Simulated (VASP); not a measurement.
Wanted: the native input for a VASP 6.6.1 run.

```yaml
Task: single point
Functional: r2SCAN
Potentials_or_basis: VASP PAW PBE potentials, release 64 (Ti_sv, O)
Cutoff: 520 eV
k_mesh: 6 × 6 × 8
Occupations: gaussian, width 0.02 eV
Spin: no spin polarisation
Hubbard_terms: Ti d U = 4.0 eV
Dipole_correction: no
Further_INCAR_settings: ALGO = Normal; EDIFF = 1e-07; NBANDS = 33
```

The system is TiO2.

```xyz
6
Lattice="4.5284 0.0000 0.0000 0.0000 4.5284 0.0000 0.0000 0.0000 3.0239" Properties=species:S:1:pos:R:3 pbc="T T T"
Ti    2.2642    2.2642    0.0000
Ti    0.0000    0.0000    1.5120
O     3.1477    3.1477    1.5120
O     3.6449    0.8835    0.0000
O     0.8835    3.6449    0.0000
O     1.3807    1.3807    1.5120
```

This cell differs from its parent crystal: biaxial strain in the a-b plane: -1.5 %, then relaxed in part.

One way to write it, as run:

POSCAR

```
TiO2
1.0
    4.5283752352      0.0000000000      0.0000000000
    0.0000000000      4.5283752352      0.0000000000
    0.0000000000      0.0000000000      3.0239301792
Ti O
2 4
Direct
    0.5000000000      0.5000000000      0.0000000000
    0.0000000000      0.0000000000      0.5000000000
    0.6951017766      0.6951017766      0.5000000000
    0.8048982234      0.1951017766      0.0000000000
    0.1951017766      0.8048982234      0.0000000000
    0.3048982234      0.3048982234      0.5000000000
```

INCAR.step1

```
ALGO = Normal
EDIFF = 1E-4
ENCUT = 520
GGA = PE
ISMEAR = 0
LASPH = T
LCHARG = F
LDAU = T
LDAUJ = 0 0
LDAUL = 2 -1
LDAUTYPE = 2
LDAUU = 4 0
LMAXMIX = 4
LREAL = F
LWAVE = T
NBANDS = 33
NELM = 150
PREC = Accurate
SIGMA = 0.02
```

INCAR.step2

```
ALGO = Normal
EDIFF = 1E-7
ENCUT = 520
ISIF = 2
ISMEAR = 0
ISTART = 1
LASPH = T
LCHARG = F
LDAU = T
LDAUJ = 0 0
LDAUL = 2 -1
LDAUPRINT = 1
LDAUTYPE = 2
LDAUU = 4 0
LMAXMIX = 4
LMIXTAU = T
LREAL = F
LWAVE = F
METAGGA = R2SCAN
NBANDS = 33
NELM = 150
PREC = Accurate
SIGMA = 0.02
```

KPOINTS

```
k-points
0
Gamma
  6 6 8
```

Potentials or basis: VASP PAW PBE potentials, release 64 (Ti_sv, O).

Run with:

```sh
$ cat potpaw_PBE.64/Ti_sv/POTCAR potpaw_PBE.64/O/POTCAR > POTCAR
$ cp INCAR.step1 INCAR
$ mpirun -np 1 vasp_std > vasp.out
$ cp INCAR.step2 INCAR
$ mpirun -np 1 vasp_std > vasp.out
```

It gave:

```
Pressure               : 9.1 GPa
Largest force          : 0.102 eV/Å
Band gap on the k mesh : 2.82 eV
```

Caveat: the cell differs from its parent crystal (biaxial strain in the a-b plane: -1.5 %, then relaxed in part); the cell stands under pressure; the PAW data sets were made with another functional, which shifts forces and pressure a little.

Wall time 5.2 min on 1 thread of AMD EPYC 7R13 Processor (Zen 3), on a shared host, peak memory 0.2 GiB.
